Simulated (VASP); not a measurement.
# PtS2 in VASP: further runs

PtS2 is run at these levels: PBE+D3(BJ); tasks: single point.

All numbers are computed with VASP 6.6.1; they aren't measurements. Logs are shortened: lines on timing, memory, paths and dates and some standing lists are left out, and cuts for length are marked.

### 1 The cell of the first run

The cell holds a slab with vacuum, 3 atoms: a = 3.589 Å, b = 3.589 Å, c = 30.825 Å, α = 90.00°, β = 90.00°, γ = 120.00°.

### 2 Single point, PBE+D3(BJ)

INCAR

```
SYSTEM = PtS2
PREC = Accurate
ENCUT = 520
EDIFF = 1E-6
ISMEAR = 0
SIGMA = 0.02
LREAL = .FALSE.
LASPH = .TRUE.
NELM = 100
ALGO = Normal
ISIF = 2
LWAVE = .FALSE.
LCHARG = .TRUE.
LDIPOL = .TRUE.
IDIPOL = 3
DIPOL = 0.5 0.5 0.500
GGA = PE
IVDW = 12
LELF = .TRUE.
LVHAR = .TRUE.
LVACPOTAV = .TRUE.
NBANDS = 18
```

KPOINTS

```
Automatic mesh
0
G
  9 9 1
  0 0 0
```

POSCAR

```
PtS2
1.0
    3.5890000000      0.0000000000      0.0000000000
   -1.7945000000      3.1081651742      0.0000000000
    0.0000000000      0.0000000000     30.8254864268
S Pt
2 1
Direct
    0.6666666667      0.3333333333      0.4611198350
    0.3333333333      0.6666666667      0.5388801650
    0.0000000000      0.0000000000      0.5000000000
```

Potentials or basis: VASP PAW PBE potentials, release 64 (S, Pt).

Run with:

```bash
> cat potpaw_PBE.64/S/POTCAR potpaw_PBE.64/Pt/POTCAR > POTCAR
> mpirun -np 1 vasp_std > vasp.out
```

OUTCAR:

```text
SYSTEM = PtS2
   PREC = Accurate
   ENCUT = 520
   EDIFF = 1E-6
   ISMEAR = 0
   LREAL = .FALSE.
   LASPH = .TRUE.
   NELM = 100
   ISIF = 2
   GGA = PE
   IVDW = 12
 IVDW          = 12

 ion  position               nearest neighbor table
   1  0.667  0.333  0.461-   3 2.39   3 2.39   3 2.39
   2  0.333  0.667  0.539-   3 2.39   3 2.39   3 2.39
   3  0.000  0.000  0.500-   1 2.39   2 2.39   1 2.39   2 2.39   1 2.39   2 2.39

  LATTYP: Found a hexagonal cell.
 ALAT       =     3.5890000000
 C/A-ratio  =     8.5888789152

  Lattice vectors:

 A1 = (   3.5890000000,   0.0000000000,   0.0000000000)
 A2 = (  -1.7945000000,   3.1081651742,   0.0000000000)
 A3 = (   0.0000000000,   0.0000000000,  30.8254864268)

Analysis of symmetry for initial positions (statically):
=====================================================================
 Subroutine PRICEL returns:
 Original cell was already a primitive cell.

 Routine SETGRP: Setting up the symmetry group for a
 hexagonal supercell.

 Subroutine GETGRP returns: Found 12 space group operations
 (whereof 12 operations were pure point group operations)
 out of a pool of 24 trial point group operations.

The static configuration has the point symmetry D_3d.

Analysis of symmetry for dynamics (positions and initial velocities):
=====================================================================
 Subroutine PRICEL returns:
 Original cell was already a primitive cell.

 Routine SETGRP: Setting up the symmetry group for a
 hexagonal supercell.

 Subroutine GETGRP returns: Found 12 space group operations
 (whereof 12 operations were pure point group operations)
 out of a pool of 24 trial point group operations.

The dynamic configuration has the point symmetry D_3d.

 Subroutine INISYM returns: Found 12 space group operations
 (whereof 12 operations are pure point group operations),
 and found     1 'primitive' translations

----------------------------------------------------------------------------------------

                                     Primitive cell

  volume of cell :     343.8646

  direct lattice vectors                    reciprocal lattice vectors
     3.589000000  0.000000000  0.000000000     0.278629145  0.160866612  0.000000000
    -1.794500000  3.108165174  0.000000000     0.000000000  0.321733223  0.000000000
     0.000000000  0.000000000 30.825486427     0.000000000  0.000000000  0.032440688

  length of vectors
     3.589000000  3.589000000 30.825486427     0.321733223  0.321733223  0.032440688

  position of ions in fractional coordinates (direct lattice)
     0.666666667  0.333333333  0.461119835
     0.333333333  0.666666667  0.538880165
     0.000000000  0.000000000  0.500000000

  ion indices of the primitive-cell ions
   primitive index   ion index
                 1           1
                 2           2
                 3           3

----------------------------------------------------------------------------------------

 KPOINTS: Automatic mesh

Automatic generation of k-mesh.
 Grid dimensions read from file:
 generate k-points for:    9    9    1

 Generating k-lattice:

  Cartesian coordinates                     Fractional coordinates (reciprocal lattice)
     0.030958794  0.017874068  0.000000000     0.111111111 -0.000000000  0.000000000
     0.000000000  0.035748136  0.000000000     0.000000000  0.111111111  0.000000000
     0.000000000  0.000000000  0.032440688     0.000000000  0.000000000  1.000000000

  Length of vectors
     0.035748136  0.035748136  0.032440688

  Shift w.r.t. Gamma in fractional coordinates (k-lattice)
     0.000000000  0.000000000  0.000000000

 Subroutine IBZKPT returns following result:
 ===========================================

 Found     12 irreducible k-points:

 Following reciprocal coordinates:
            Coordinates               Weight
  0.000000  0.000000  0.000000      1.000000
  0.111111  0.000000  0.000000      6.000000
  0.222222  0.000000  0.000000      6.000000
  0.333333  0.000000  0.000000      6.000000
  0.444444  0.000000  0.000000      6.000000
  0.111111  0.111111  0.000000      6.000000
  0.222222  0.111111  0.000000     12.000000
  0.333333  0.111111  0.000000     12.000000
  0.444444  0.111111  0.000000      6.000000
  0.222222  0.222222  0.000000      6.000000
  0.333333  0.222222  0.000000     12.000000
  0.333333  0.333333  0.000000      2.000000
   k-points           NKPTS =     12   k-points in BZ     NKDIM =     12   number of bands    NBANDS=     18
   number of dos      NEDOS =    301   number of ions     NIONS =      3
   total plane-waves  NPLWV = 188160
   dimension x,y,z NGX =    28 NGY =   28 NGZ =  240
   dimension x,y,z NGXF=    56 NGYF=   56 NGZF=  480
   ions per type =               2   1
   NGX,Y,Z   is equivalent  to a cutoff of  12.97, 12.97, 12.94 a.u.
   NGXF,Y,Z  is equivalent  to a cutoff of  25.94, 25.94, 25.89 a.u.
 SYSTEM =  PtS2
   PREC   = accura    normal or accurate (medium, high low for compatibility)
   ISTART =      0    job   : 0-new  1-cont  2-samecut
   ICHARG =      2    charge: 1-file 2-atom 10-const
   ISPIN  =      1    spin polarized calculation?
   LNONCOLLINEAR =      F non collinear calculations
   LSORBIT =      F    spin-orbit coupling
   LASPH  =      T    aspherical Exc in radial PAW
   ENCUT  =  520.0 eV  38.22 Ry    6.18 a.u.   6.67  6.67 57.31*2*pi/ulx,y,z
   NELM   =    100;   NELMIN=  2; NELMDL= -5     # of ELM steps
   EDIFF  = 0.1E-05   stopping-criterion for ELM
   LREAL  =      F    real-space projection
   EDIFFG = 0.1E-04   stopping-criterion for IOM
   NSW    =      0    number of steps for IOM
   IBRION =     -1    ionic relax: 0-MD 1-quasi-New 2-CG
   NFREE  =      0    steps in history (QN), initial steepest desc. (CG)
   ISIF   =      2    stress and relaxation
   ISYM   =      2    0-nonsym 1-usesym 2-fastsym
   POTIM  = 0.5000    time-step for ionic-motion
   TEBEG  =    0.0;   TEEND  =   0.0 temperature during run
   PSTRESS=    0.0 pullay stress
   NELECT =      22.0000    total number of electrons
   NUPDOWN=      -1.0000    fix difference up-down
   EMIN   =  10.00;   EMAX   =-10.00  energy-range for DOS
   EFERMI =   0.00;   METHOD = LEGACY
   ISMEAR =     0;   SIGMA  =   0.02  broadening in eV -4-tet -1-fermi 0-gaus
   EFERMI_NEDOS =   21; number of points for ismear=-14 and -15
   IALGO  =     38    algorithm
   IMIX   =      4    mixing-type and parameters
     AMIX     =   0.40;   BMIX     =  1.00
     AMIX_MAG =   1.60;   BMIX_MAG =  1.00
  volume/ion in A,a.u.               =     114.62       773.50
  Fermi-wavevector in a.u.,A,eV,Ry     =   0.654767  1.237330  5.833081  0.428719
  Thomas-Fermi vector in A             =   1.725429
   LORBIT       =      0    0 simple, 1 ext, 2 COOP (PROOUT), +10 PAW based schemes
   GGA     = PE    functional components
   LHFCALC =     F    Hartree Fock is set to
   AEXX    =    0.0000 exact exchange contribution
   IVDW    =    12    specifies the selected vdW correction
   LEPSILON=     F    determine dielectric tensor
   LRPA    =     F    only Hartree local field effects (RPA)
 non-spin polarized calculation
 Gauss-broadening in eV      SIGMA  =   0.02
  energy-cutoff  :      520.00
  volume of cell :      343.86
 maximum number of plane-waves:      9311
 NGX is ok and might be reduce to    28
   NGX = 13   NGY = 13   NGZ =115

 dipolmoment           0.000000      0.000000      0.000000 electrons x Angstroem

 number of electron      21.9999997 magnetization

 dipolmoment           0.000000      0.000000     -0.000000 electrons x Angstroem

 Free energy of the ion-electron system (eV)
  ---------------------------------------------------
  ext. energy  EPLUGINS =         0.00000000
  ---------------------------------------------------
  free energy    TOTEN  =       -15.45204169 eV

  energy without entropy =      -15.45204169  energy(sigma->0) =      -15.45204169

 E-fermi :  -4.3053     XC(G=0):  -2.0972

 val. band max:       -4.4388106122   @ k =   0.2222   0.1111   0.0000
 cond. band min:      -2.6174347680   @ k =   0.2222   0.0000   0.0000
 fundamental gap:      1.8213758443
 Fermi energy:        -4.3052540797

 k-point     1 :       0.0000    0.0000    0.0000
  band No.  band energies     occupation
      1     -18.4470      2.00000
      2     -16.1124      2.00000
      3     -10.0474      2.00000
      4     -10.0474      2.00000
      5      -9.5278      2.00000
      6      -7.2799      2.00000
[... 10 lines left out ...]
     17       1.9686      0.00000
     18       2.3076      0.00000

 k-point     2 :       0.1111    0.0000    0.0000
  band No.  band energies     occupation
      1     -18.2966      2.00000
      2     -16.1578      2.00000
      3     -10.0088      2.00000
      4      -9.9495      2.00000
      5      -9.3969      2.00000
      6      -7.5194      2.00000
[... 10 lines left out ...]
     17       2.3104      0.00000
     18       2.5199      0.00000

 k-point     3 :       0.2222    0.0000    0.0000
  band No.  band energies     occupation
      1     -17.8794      2.00000
      2     -16.2725      2.00000
      3      -9.8797      2.00000
      4      -9.7077      2.00000
      5      -9.0829      2.00000
      6      -8.2290      2.00000
[... 10 lines left out ...]
     17       2.7614      0.00000
     18       3.0255      0.00000

 k-point     4 :       0.3333    0.0000    0.0000
  band No.  band energies     occupation
      1     -17.3174      2.00000
      2     -16.4008      2.00000
      3     -10.0241      2.00000
      4      -9.4822      2.00000
      5      -9.0618      2.00000
      6      -8.2808      2.00000
[... 123 lines left out ...]
      4      -9.5397      2.00000
      5      -8.9950      2.00000
      6      -8.1683      2.00000
[... 10 lines left out ...]
     17       4.2979      0.00000
     18       4.3922      0.00000

 k-point    11 :       0.3333    0.2222    0.0000
  band No.  band energies     occupation
      1     -16.6711      2.00000
      2     -16.5153      2.00000
      3     -10.1806      2.00000
      4      -9.5192      2.00000
      5      -8.9293      2.00000
      6      -7.9435      2.00000
[... 10 lines left out ...]
     17       4.8054      0.00000
     18       5.2708      0.00000

 k-point    12 :       0.3333    0.3333    0.0000
  band No.  band energies     occupation
      1     -16.5360      2.00000
      2     -16.5360      2.00000
      3      -9.8118      2.00000
      4      -9.5436      2.00000
      5      -9.5436      2.00000
      6      -7.8313      2.00000
[... 10 lines left out ...]
     17       4.9348      0.00000
     18       4.9546      0.00000

------------------------ aborting loop because EDIFF is reached ----------------------------------------

 vacuum level on the upper side and lower side of the slab       (xc-potential included)        -0.103        -0.103

 Edisp (eV)   -0.81053

 E8    (eV) :    -0.3491

  FORCE on cell =-STRESS in cart. coord.  units (eV):
  Direction    XX          YY          ZZ          XY          YZ          ZX
  --------------------------------------------------------------------------------------
  -------------------------------------------------------------------------------------
  Total      -0.77158    -0.77158     0.38502     0.00000     0.00000     0.00000
  in kB      -3.59503    -3.59503     1.79392     0.00000     0.00000     0.00000
  external pressure =       -1.80 kB  Pullay stress =        0.00 kB

 VOLUME and BASIS-vectors are now :
 -----------------------------------------------------------------------------
  energy-cutoff  :      520.00
  volume of cell :      343.86
      direct lattice vectors                 reciprocal lattice vectors
     3.589000000  0.000000000  0.000000000     0.278629145  0.160866612  0.000000000
    -1.794500000  3.108165174  0.000000000     0.000000000  0.321733223  0.000000000
     0.000000000  0.000000000 30.825486427     0.000000000  0.000000000  0.032440688

 POSITION                                       TOTAL-FORCE (eV/Angst)
 -----------------------------------------------------------------------------------
      1.79450      1.03606     14.21424         0.000000     -0.000000     -0.172764
     -0.00000      2.07211     16.61124        -0.000000      0.000000      0.172764
      0.00000      0.00000     15.41274        -0.000000      0.000000      0.000000
 -----------------------------------------------------------------------------------
    total drift:                                0.000000      0.000000     -0.000000

  FREE ENERGIE OF THE ION-ELECTRON SYSTEM (eV)
  ---------------------------------------------------
  free  energy   TOTEN  =       -16.2625738658 eV

  energy  without entropy=      -16.2625738658  energy(sigma->0) =      -16.26257387

 vacuum level on the upper side and lower side of the slab         1.950         1.950
```

Run time: 3 min. Hardware: 1 thread of Intel Xeon Platinum 8488C (Sapphire Rapids), shared host; peak memory 0.48 GiB.

What came out:

```yaml
Free_energy: -16.2626 eV
Largest_force: 0.173 eV/Å
Band_gap_on_the_k_mesh: 1.82 eV (least direct gap 1.86 eV)
Dispersion_energy_per_atom: -0.270 eV
Ionisation_potential_of_the_upper_face: 6.39 eV
```

Forces on the atoms (eV/Å):
```
S    0.000  0.000 -0.173
S    0.000  0.000  0.173
Pt   0.000  0.000  0.000
```

Caveat: spin-orbit coupling is left out, which moves the levels of the heavy elements.

### 3 Single point, PBE+D3(BJ)

INCAR

```
SYSTEM = PtS2
PREC = Accurate
ENCUT = 520
EDIFF = 1E-6
ISMEAR = 0
SIGMA = 0.02
LREAL = .False.
LASPH = .True.
NELM = 100
ALGO = Normal
ISIF = 2
LWAVE = .False.
LCHARG = .True.
LDIPOL = .True.
IDIPOL = 3
DIPOL = 0.5 0.5 0.500
GGA = PE
IVDW = 12
LELF = .True.
LVHAR = .True.
LVACPOTAV = .True.
NBANDS = 18
```

KPOINTS

```
Automatic mesh
0
Gamma
  9 9 1
  0 0 0
```

POSCAR

```
PtS2
1.0
    3.5890000000      0.0000000000      0.0000000000
   -1.7945000000      3.1081651742      0.0000000000
    0.0000000000      0.0000000000     30.8254864268
S Pt
2 1
Direct
    0.6666666667      0.3333333333      0.4597086650
    0.3333333333      0.6666666667      0.5402913350
    0.0000000000      0.0000000000      0.5000000000
```

Potentials or basis: VASP PAW PBE potentials, release 64 (S, Pt).

Run with:

```bash
> cat potpaw_PBE.64/S/POTCAR potpaw_PBE.64/Pt/POTCAR > POTCAR
> mpirun -np 1 vasp_std > vasp.out
```

Run time: 2.7 min. Hardware: 1 thread of Intel Xeon Platinum 8488C (Sapphire Rapids), shared host; peak memory 0.47 GiB.

The run converged. Its results:

| Property | Result |
| --- | --- |
| Free energy | -16.2541 eV |
| Largest force | 0.361 eV/Å |
| Band gap on the k mesh | 1.78 eV (least direct gap 1.85 eV) |
| Dispersion energy per atom | -0.268 eV |

Forces in eV/Å, atoms in the order of the input:
```
S    0.000  0.000  0.361
S    0.000  0.000 -0.361
Pt   0.000  0.000  0.000
```

Levels at points of the mesh, in eV from the valence-band top:
| k point | band 8 | band 9 | band 10 | band 11 | band 12 | band 13 | band 14 | band 15 |
| --- | --- | --- | --- | --- | --- | --- | --- | --- |
| (0.00, 0.00, 0.00) | -0.76 | -0.60 | -0.22 | -0.22 | 3.16 | 3.16 | 5.40 | 5.87 |

Caveat: spin-orbit coupling is left out, which moves the levels of the heavy elements.

(Continued in part 2 of 2.)
